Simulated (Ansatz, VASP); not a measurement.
# One calculation of H2PbO3, two programs

The input INCAR:

```
ALGO     = Normal         # electronic algorithm
EDIFF    = 1E-7           # SCF threshold, eV
EDIFFG   = -0.01          # ionic threshold
ENCUT    = 910            # plane-wave cutoff, eV
GGA      = PE             # functional
GGA_COMPAT= F            
IBRION   = 2              # ionic algorithm
ISIF     = 3              # what is computed and relaxed
ISMEAR   = 0              # smearing method
LASPH    = T              # aspherical terms in the spheres
LCHARG   = F              # write CHGCAR
LREAL    = F              # projectors in reciprocal space
LWAVE    = F              # write WAVECAR
NELM     = 120            # most SCF steps
NELMIN   = 4            
NSW      = 100            # ionic steps
PREC     = Accurate       # precision mode
SIGMA    = 0.1            # smearing width, eV
```

The input KPOINTS:

```
k-points
0
Gamma
  12 12 10
```

The input POSCAR:

```
H2PbO3
1.0
    4.5857202260      0.0000000000      0.0000000000
   -2.2928601130      3.9713502104      0.0000000000
    0.0000000000      0.0000000000      3.6496739551
H Pb O
2 1 3
Direct
    0.6666666667      0.3333333333      0.2727875774
    0.3333333333      0.6666666667      0.2727875774
    0.0000000000      0.0000000000      0.6795204384
    0.5000000000      0.5000000000      0.3228471189
    0.5000000000      0.0000000000      0.3228471189
    0.0000000000      0.5000000000      0.3228471189
```

Input for Ansatz:

```yaml
crystal:
  lattice:
    - [4.585720226, 0.0, 0.0]
    - [-2.292860113, 3.9713502104, 0.0]
    - [0.0, 0.0, 3.6496739551]
  atoms:
    - { symbol: H, position: [0.6666666667, 0.3333333333, 0.2727875774] }
    - { symbol: H, position: [0.3333333333, 0.6666666667, 0.2727875774] }
    - { symbol: Pb, position: [0.0, 0.0, 0.6795204384] }
    - { symbol: O, position: [0.5, 0.5, 0.3228471189] }
    - { symbol: O, position: [0.5, 0.0, 0.3228471189] }
    - { symbol: O, position: [0.0, 0.5, 0.3228471189] }
basis:
  ecutwfc: 420
kpoints:
  mp_grid: { grid: [12, 12, 10] }
hamiltonian:
  xc: pbe
scf:
  occupations: { method: gaussian, width: 0.1 }
output:
  forces: true
  stress: true
  eigenvalues: true
  write_density: true
  write_potential: true
  elf: true
  volumetric_format: npy
relax:
  adjacent_minimum: "off"
  f_tol: 0.01
  max_steps: 80
  cell: { stress_tol: 0.05 }
```

Change from the starting cell: species swapped into the ErCo3Ge2 type (P6mm, No. 183).

Alike in both runs: task relaxation of cell and atoms; functional PBE; k mesh 12 × 12 × 10; occupations gaussian, width 0.1 eV; no spin polarisation.

```csv
,VASP,Ansatz
version,VASP 6.6.1,Ansatz 0.2.0
potentials or method,"VASP PAW PBE potentials, release 64 (H_h, Pb_d, O_h), cutoff 910 eV","scalar-relativistic, plane waves, PAW"
valence electrons in the cell,34,34
```

VASP gave:

```
gap on the k mesh at the Fermi level, each at its own relaxed structure (eV)  : none
relaxed volume (Å³/atom)                                                      : 11.04
relaxed length of the cell vector where the two differ most in proportion (Å) : 3.649
```

**Question.** Estimate Ansatz's values.

**Answer.** gap on the k mesh at the Fermi level, each at its own relaxed structure (eV): none; relaxed volume (Å³/atom): 11.28; relaxed length of the cell vector where the two differ most in proportion (Å): 3.718.

A gap of «none» marks a metal or a gap that the smearing closes.

Neither program's run includes spin-orbit coupling. Noted on VASP's run: the cutoff is under 1.25 times that of the potentials, so the pressure is a little rough.
